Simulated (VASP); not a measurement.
A run of VASP 6.6.1:

The input INCAR:

```
SYSTEM = Ge2Sb2Te5
PREC = Accurate
ENCUT = 520
EDIFF = 1E-7
ISMEAR = 0
SIGMA = 0.03
LREAL = .FALSE.
LASPH = .TRUE.
NELM = 100
ALGO = Normal
ISIF = 2
LWAVE = .FALSE.
LCHARG = .FALSE.
GGA = PE
NBANDS = 44
```

File KPOINTS:

```
Automatic mesh
0
G
  12 12 2
  0 0 0
```

Contents of POSCAR:

```
Ge2Sb2Te5
1.0
    4.3374434462      0.0000000000      0.0000000000
   -2.1687217231      3.7563362119      0.0000000000
    0.0000000000      0.0000000000     18.4138536293
Ge Sb Te
2 2 5
Direct
    0.0000000000      0.0000000000      0.3313200918
    0.0000000000      0.0000000000      0.6686799082
    0.3333333333      0.6666666667      0.1120971408
    0.6666666667      0.3333333333      0.8879028592
    0.0000000000      0.0000000000      0.0000000000
    0.3333333333      0.6666666667      0.7914345914
    0.6666666667      0.3333333333      0.2085654086
    0.3333333333      0.6666666667      0.4096023866
    0.6666666667      0.3333333333      0.5903976134
```

Potentials or basis: VASP PAW PBE potentials, release 64 (Ge_d, Sb, Te).

Command:

```bash
$ cat potpaw_PBE.64/Ge_d/POTCAR potpaw_PBE.64/Sb/POTCAR potpaw_PBE.64/Te/POTCAR > POTCAR
$ mpirun -np 1 vasp_std > vasp.out
```

Hardware: 1 thread of AMD EPYC 9R14 (Zen 4), on a shared host.

Q: Estimate the wall time of this run.

A: It took 7.8 min on 1 thread of AMD EPYC 9R14 (Zen 4) (shared host), peak memory 0.64 GiB. Counts: scf iterations 17, k points 38.
